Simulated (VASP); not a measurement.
# Au6Cl in VASP: single point with PBE+D3(BJ)

Aim: the single point of Au6Cl with PBE+D3(BJ).

Program: VASP 6.6.1. These are calculated values, not measurements. Logs are shortened: lines on timing, memory, paths and dates and some standing lists are left out, and cuts for length are marked.

### Step 1. The cell of the first run

The cell holds a slab with vacuum, 14 atoms: a = 5.803 Å, b = 5.803 Å, c = 24.736 Å, α = 90.00°, β = 90.00°, γ = 120.00°.

### Step 2. Single point, PBE+D3(BJ)

The input, INCAR:

```
SYSTEM = Au6Cl
ALGO = Normal
DIPOL = 0.5 0.5 0.458
EDIFF = 1E-7
ENCUT = 520
GGA = PE
IDIPOL = 3
ISIF = 2
ISMEAR = 0
IVDW = 12
LASPH = .True.
LCHARG = .False.
LDIPOL = .True.
LREAL = .False.
LWAVE = .False.
NBANDS = 86
NELM = 100
PREC = Accurate
SIGMA = 0.1
```

The input, KPOINTS:

```
k-points
0
Gamma
  4 4 1
  0 0 0
```

The input, POSCAR:

```
Au6Cl
1.0
    5.8027911561      0.0000000000      0.0000000000
   -2.9013955780      5.0253645540      0.0000000000
    0.0000000000      0.0000000000     24.7360591388
Au Cl
12 2
Direct
    0.3333333333      0.1666666667      0.3234144920
    0.3333333333      0.6666666667      0.3234144920
    0.8333333333      0.1666666667      0.3234144920
    0.8333333333      0.6666666667      0.3234144920
    0.6666481789      0.3332963579      0.4234230652
    0.6666481789      0.8333518211      0.4234230652
    0.1666666667      0.3333333333      0.4231777409
    0.1667036421      0.8333518211      0.4234230652
   -0.0007376599      0.5007376599      0.5225914585
   -0.0007376599     -0.0014753197      0.5225914585
    0.5014753197      0.5007376599      0.5225914585
    0.5000000000      0.0000000000      0.5223523721
    0.1666666667      0.3333333333      0.6207763986
    0.1666666667      0.3333333333      0.7070061324
```

Potentials or basis: VASP PAW PBE potentials, release 64 (Au, Cl).

Run with:

```console
$ cat potpaw_PBE.64/Au/POTCAR potpaw_PBE.64/Cl/POTCAR > POTCAR
$ mpirun -np 1 vasp_std > vasp.out
```

OUTCAR:

```text
SYSTEM = Au6Cl
   EDIFF = 1E-7
   ENCUT = 520
   GGA = PE
   ISIF = 2
   ISMEAR = 0
   IVDW = 12
   LASPH = .True.
   LREAL = .False.
   NELM = 100
   PREC = Accurate
 IVDW          = 12

 ion  position               nearest neighbor table
   1  0.333  0.167  0.323-   2 2.90   2 2.90   4 2.90   4 2.90   3 2.90   3 2.90   7 2.98   8 2.99
                             5 2.99
   2  0.333  0.667  0.323-   1 2.90   1 2.90   3 2.90   3 2.90   4 2.90   4 2.90   7 2.98   8 2.99
                             6 2.99
   3  0.833  0.167  0.323-   4 2.90   4 2.90   2 2.90   2 2.90   1 2.90   1 2.90   7 2.98   6 2.99
                             5 2.99
   4  0.833  0.667  0.323-   3 2.90   3 2.90   1 2.90   1 2.90   2 2.90   2 2.90   5 2.99   6 2.99
                             8 2.99
   5  0.667  0.333  0.423-   6 2.90   8 2.90   7 2.90   7 2.90   6 2.90   8 2.90  12 2.97  11 2.97
                             9 2.97   3 2.99   1 2.99   4 2.99
   6  0.667  0.833  0.423-   5 2.90   8 2.90   7 2.90   7 2.90   5 2.90   8 2.90  12 2.97  11 2.97
                            10 2.97   3 2.99   2 2.99   4 2.99
   7  0.167  0.333  0.423-   8 2.90   5 2.90   6 2.90   6 2.90   8 2.90   5 2.90  10 2.98  11 2.98
                             9 2.98   1 2.98   2 2.98   3 2.98
   8  0.167  0.833  0.423-   5 2.90   6 2.90   7 2.90   7 2.90   5 2.90   6 2.90  12 2.97   9 2.97
                            10 2.97   1 2.99   2 2.99   4 2.99
   9  0.999  0.501  0.523-  10 2.89  11 2.89  12 2.90  12 2.90  10 2.91  11 2.91  13 2.95   8 2.97
                             5 2.97   7 2.98
  10  0.999  0.999  0.523-   9 2.89  11 2.89  12 2.90  12 2.90   9 2.91  11 2.91  13 2.95   8 2.97
                             6 2.97   7 2.98
  11  0.501  0.501  0.523-  10 2.89   9 2.89  12 2.90  12 2.90  10 2.91   9 2.91  13 2.95   6 2.97
                             5 2.97   7 2.98
  12  0.500  0.000  0.522-  11 2.90  10 2.90   9 2.90   9 2.90  11 2.90  10 2.90   6 2.97   5 2.97
                             8 2.97
  13  0.167  0.333  0.621-  14 2.13  10 2.95  11 2.95   9 2.95
  14  0.167  0.333  0.707-  13 2.13

  LATTYP: Found a hexagonal cell.
 ALAT       =     5.8027911561
 C/A-ratio  =     4.2627863856

  Lattice vectors:

 A1 = (   5.8027911561,   0.0000000000,   0.0000000000)
 A2 = (  -2.9013955780,   5.0253645540,   0.0000000000)
 A3 = (   0.0000000000,   0.0000000000,  24.7360591388)

Analysis of symmetry for initial positions (statically):
=====================================================================
 Subroutine PRICEL returns:
 Original cell was already a primitive cell.

 Routine SETGRP: Setting up the symmetry group for a
 hexagonal supercell.

 Subroutine GETGRP returns: Found  6 space group operations
 (whereof  2 operations were pure point group operations)
 out of a pool of 24 trial point group operations.

The static configuration has the point symmetry C_1h.
 The point group associated with its full space group is C_3v.

Analysis of symmetry for dynamics (positions and initial velocities):
=====================================================================
 Subroutine PRICEL returns:
 Original cell was already a primitive cell.

 Routine SETGRP: Setting up the symmetry group for a
 hexagonal supercell.

 Subroutine GETGRP returns: Found  6 space group operations
 (whereof  2 operations were pure point group operations)
 out of a pool of 24 trial point group operations.

The dynamic configuration has the point symmetry C_1h.
 The point group associated with its full space group is C_3v.

 Subroutine INISYM returns: Found  6 space group operations
 (whereof  2 operations are pure point group operations),
 and found     1 'primitive' translations

----------------------------------------------------------------------------------------

                                     Primitive cell

  volume of cell :     721.3317

  direct lattice vectors                    reciprocal lattice vectors
     5.802791156  0.000000000  0.000000000     0.172330862  0.099495269  0.000000000
    -2.901395578  5.025364554  0.000000000     0.000000000  0.198990539  0.000000000
     0.000000000  0.000000000 24.736059139     0.000000000  0.000000000  0.040426811

  length of vectors
     5.802791156  5.802791156 24.736059139     0.198990539  0.198990539  0.040426811

  position of ions in fractional coordinates (direct lattice)
     0.333333333  0.166666667  0.323414492
     0.333333333  0.666666667  0.323414492
[... 52 lines left out ...]
 ===========================================

 Found      4 irreducible k-points:

 Following reciprocal coordinates:
            Coordinates               Weight
  0.000000  0.000000  0.000000      1.000000
  0.250000  0.000000  0.000000      6.000000
  0.500000  0.000000  0.000000      3.000000
  0.250000  0.250000  0.000000      6.000000
   k-points           NKPTS =      4   k-points in BZ     NKDIM =      4   number of bands    NBANDS=     86
   number of dos      NEDOS =    301   number of ions     NIONS =     14
   total plane-waves  NPLWV = 442368
   dimension x,y,z NGX =    48 NGY =   48 NGZ =  192
   dimension x,y,z NGXF=    96 NGYF=   96 NGZF=  384
   ions per type =              12   2
   NGX,Y,Z   is equivalent  to a cutoff of  13.75, 13.75, 12.90 a.u.
   NGXF,Y,Z  is equivalent  to a cutoff of  27.50, 27.50, 25.81 a.u.
 SYSTEM =  Au6Cl
   PREC   = accura    normal or accurate (medium, high low for compatibility)
   ISTART =      0    job   : 0-new  1-cont  2-samecut
   ICHARG =      2    charge: 1-file 2-atom 10-const
   ISPIN  =      1    spin polarized calculation?
   LNONCOLLINEAR =      F non collinear calculations
   LSORBIT =      F    spin-orbit coupling
   LASPH  =      T    aspherical Exc in radial PAW
   ENCUT  =  520.0 eV  38.22 Ry    6.18 a.u.  10.79 10.79 45.99*2*pi/ulx,y,z
   NELM   =    100;   NELMIN=  2; NELMDL= -5     # of ELM steps
   EDIFF  = 0.1E-06   stopping-criterion for ELM
   LREAL  =      F    real-space projection
   EDIFFG = 0.1E-05   stopping-criterion for IOM
   NSW    =      0    number of steps for IOM
   IBRION =     -1    ionic relax: 0-MD 1-quasi-New 2-CG
   NFREE  =      0    steps in history (QN), initial steepest desc. (CG)
   ISIF   =      2    stress and relaxation
   ISYM   =      2    0-nonsym 1-usesym 2-fastsym
   POTIM  = 0.5000    time-step for ionic-motion
   TEBEG  =    0.0;   TEEND  =   0.0 temperature during run
   PSTRESS=    0.0 pullay stress
   NELECT =     146.0000    total number of electrons
   NUPDOWN=      -1.0000    fix difference up-down
   EMIN   =  10.00;   EMAX   =-10.00  energy-range for DOS
   EFERMI =   0.00;   METHOD = LEGACY
   ISMEAR =     0;   SIGMA  =   0.10  broadening in eV -4-tet -1-fermi 0-gaus
   EFERMI_NEDOS =   21; number of points for ismear=-14 and -15
   IALGO  =     38    algorithm
   IMIX   =      4    mixing-type and parameters
     AMIX     =   0.40;   BMIX     =  1.00
     AMIX_MAG =   1.60;   BMIX_MAG =  1.00
  volume/ion in A,a.u.               =      51.52       347.70
  Fermi-wavevector in a.u.,A,eV,Ry     =   0.961201  1.816406 12.570517  0.923907
  Thomas-Fermi vector in A             =   2.090552
   LORBIT       =      0    0 simple, 1 ext, 2 COOP (PROOUT), +10 PAW based schemes
   GGA     = PE    functional components
   LHFCALC =     F    Hartree Fock is set to
   AEXX    =    0.0000 exact exchange contribution
   IVDW    =    12    specifies the selected vdW correction
   LEPSILON=     F    determine dielectric tensor
   LRPA    =     F    only Hartree local field effects (RPA)
 non-spin polarized calculation
 Gauss-broadening in eV      SIGMA  =   0.10
  energy-cutoff  :      520.00
  volume of cell :      721.33
 maximum number of plane-waves:     19447
 NGX is ok and might be reduce to    48
   NGX = 21   NGY = 21   NGZ = 91

 dipolmoment           0.000000      0.000000     -0.857930 electrons x Angstroem

 number of electron     146.0000023 magnetization

 dipolmoment           0.000000      0.000000      0.164708 electrons x Angstroem

 Free energy of the ion-electron system (eV)
  ---------------------------------------------------
  ext. energy  EPLUGINS =         0.00000000
  ---------------------------------------------------
  free energy    TOTEN  =       -39.93021819 eV

  energy without entropy =      -39.86633650  energy(sigma->0) =      -39.89827735

 E-fermi :  -0.9224     XC(G=0):  -5.0627

 val. band max:       -1.0805987212   @ k =   0.5000   0.0000   0.0000
 cond. band min:      -0.9161049583   @ k =   0.0000   0.0000   0.0000
 fundamental gap:      0.1644937629
 Fermi energy:        -0.9223574205

 k-point     1 :       0.0000    0.0000    0.0000
  band No.  band energies     occupation
      1     -17.6175      2.00000
      2     -14.5199      2.00000
      3      -9.6857      2.00000
      4      -8.3135      2.00000
      5      -7.8702      2.00000
      6      -7.4738      2.00000
[... 341 lines left out ...]
     84       4.1386      0.00000
     85       4.5348      0.00000
 [bands above 85 left out]

------------------------ aborting loop because EDIFF is reached ----------------------------------------

 vacuum level on the upper side and lower side of the slab       (xc-potential included)         0.495        -0.505

 Edisp (eV)   -5.63890

 E8    (eV) :    -2.6013

  FORCE on cell =-STRESS in cart. coord.  units (eV):
  Direction    XX          YY          ZZ          XY          YZ          ZX
  --------------------------------------------------------------------------------------
  -------------------------------------------------------------------------------------
  Total     -14.69457   -14.69457    -0.62316    -0.00000     0.00000     0.00000
  in kB     -32.63868   -32.63868    -1.38412    -0.00000     0.00000     0.00000
  external pressure =      -22.22 kB  Pullay stress =        0.00 kB

 VOLUME and BASIS-vectors are now :
 -----------------------------------------------------------------------------
  energy-cutoff  :      520.00
  volume of cell :      721.33
      direct lattice vectors                 reciprocal lattice vectors
     5.802791156  0.000000000  0.000000000     0.172330862  0.099495269  0.000000000
    -2.901395578  5.025364554  0.000000000     0.000000000  0.198990539  0.000000000
     0.000000000  0.000000000 24.736059139     0.000000000  0.000000000  0.040426811

 POSITION                                       TOTAL-FORCE (eV/Angst)
 -----------------------------------------------------------------------------------
      1.45070      0.83756      8.00000        -0.032842      0.018961      0.024768
     -0.00000      3.35024      8.00000        -0.000000     -0.037922      0.024768
      4.35209      0.83756      8.00000         0.032842      0.018961      0.024768
      2.90140      3.35024      8.00000         0.000000      0.000000     -0.032990
      2.90140      1.67494     10.47382         0.000000      0.009208      0.002617
      1.45054      4.18790     10.47382         0.007975     -0.004604      0.002617
      0.00000      1.67512     10.46775         0.000000      0.000000     -0.005623
     -1.45054      4.18790     10.47382        -0.007975     -0.004604      0.002617
      4.34567      2.51639     12.92685        -0.013806      0.007971     -0.011854
      2.90140      5.01795     12.92685        -0.000000     -0.015942     -0.011854
      1.45712      2.51639     12.92685         0.013806      0.007971     -0.011854
      2.90140      0.00000     12.92094         0.000000      0.000000     -0.013388
      0.00000      1.67512     15.35556         0.000000      0.000000      0.109360
      0.00000      1.67512     17.48855         0.000000      0.000000     -0.103950
 -----------------------------------------------------------------------------------
    total drift:                                0.000001     -0.000001      0.000128

  FREE ENERGIE OF THE ION-ELECTRON SYSTEM (eV)
  ---------------------------------------------------
  free  energy   TOTEN  =       -45.5691190032 eV

  energy  without entropy=      -45.5052373125  energy(sigma->0) =      -45.53717816

 vacuum level on the upper side and lower side of the slab         5.340         4.318
```

Wall time 39 min (1 thread of Intel Xeon 8259CL, shared host); peak memory 0.92 GiB.

What came out:

| Item | Value |
| --- | --- |
| Free energy | -45.5691 eV |
| Largest force | 0.109 eV/Å |
| Band gap on the k mesh | zero (bands 73 and 74 overlap by 0.56 eV) |
| Dispersion energy per atom | -0.403 eV |

Forces on the atoms (eV/Å):
```
Au  -0.033  0.019  0.025
Au   0.000 -0.038  0.025
Au   0.033  0.019  0.025
Au   0.000  0.000 -0.033
Au   0.000  0.009  0.003
Au   0.008 -0.005  0.003
Au   0.000  0.000 -0.006
Au  -0.008 -0.005  0.003
Au  -0.014  0.008 -0.012
Au   0.000 -0.016 -0.012
Au   0.014  0.008 -0.012
Au   0.000  0.000 -0.013
Cl   0.000  0.000  0.109
Cl   0.000  0.000 -0.104
```

Caveat: spin-orbit coupling is left out, which moves the levels of the heavy elements.
